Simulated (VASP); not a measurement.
# As: single point with PBE

The system is As.

```
As
1.0
     4.12152    0.00000    0.00000
    -2.06076    3.56935    0.00000
     0.00000    0.00000   10.08010
As
6
Direct
  0.00000 0.00000 0.50000
  0.00000 0.00000 0.00000
  0.66667 0.33333 0.36789
  0.33333 0.66667 0.63211
  0.33333 0.66667 0.86789
  0.66667 0.33333 0.13211
```

```json
{
 "Program": "VASP 6.6.1",
 "Task": "single point",
 "Functional": "PBE",
 "Potentials or basis": "VASP PAW PBE potentials, release 64 (As)",
 "Cutoff": "520 eV",
 "k mesh": "12 × 12 × 4",
 "Occupations": "gaussian, width 0.1 eV",
 "Spin": "no spin polarisation",
 "Dipole correction": "no",
 "Further INCAR settings": "ALGO = Normal; EDIFF = 1e-06; NBANDS = 24"
}
```

```json
{"Pressure": "0.2 GPa", "Largest force": "0.043 eV/Å", "Band gap on the k mesh": "zero (band 15 reaches 4.31 eV, above the bottom of band 16 at 3.04 eV)"}
```

Forces in eV/Å, atoms in the order of the input:
```
As   0.000  0.000  0.000
As   0.000  0.000  0.000
As   0.000  0.000  0.043
As   0.000  0.000 -0.043
As   0.000  0.000  0.043
As   0.000  0.000 -0.043
```

Stress tensor (GPa, compression positive):
```
0.09 0.00 0.00
0.00 0.09 0.00
0.00 0.00 0.34
```

Levels at points of the mesh, in eV from the Fermi level:
```
           k point  band 11  band 12  band 13  band 14  band 15  band 16  band 17  band 18  band 19  band 20
(0.00, 0.00, 0.00)    -1.90    -1.90    -1.34    -1.34     0.13     0.13     0.27     0.71     1.56     1.56
(0.50, 0.00, 0.00)    -3.43    -2.34    -1.78    -1.19     0.25     0.37     0.98     1.80     2.78     3.82
(0.00, 0.00, 0.50)    -2.02    -2.02    -0.66    -0.66    -0.66    -0.66     0.37     0.37     2.68     2.68
(0.50, 0.00, 0.50)    -3.18    -3.18    -0.60    -0.60    -0.30    -0.30     1.30     1.30     3.11     3.11
```

Wall time 100 s on 1 thread of Intel(R) Xeon(R) Platinum 8488C (Sapphire Rapids) (shared host), peak memory 0.34 GiB.
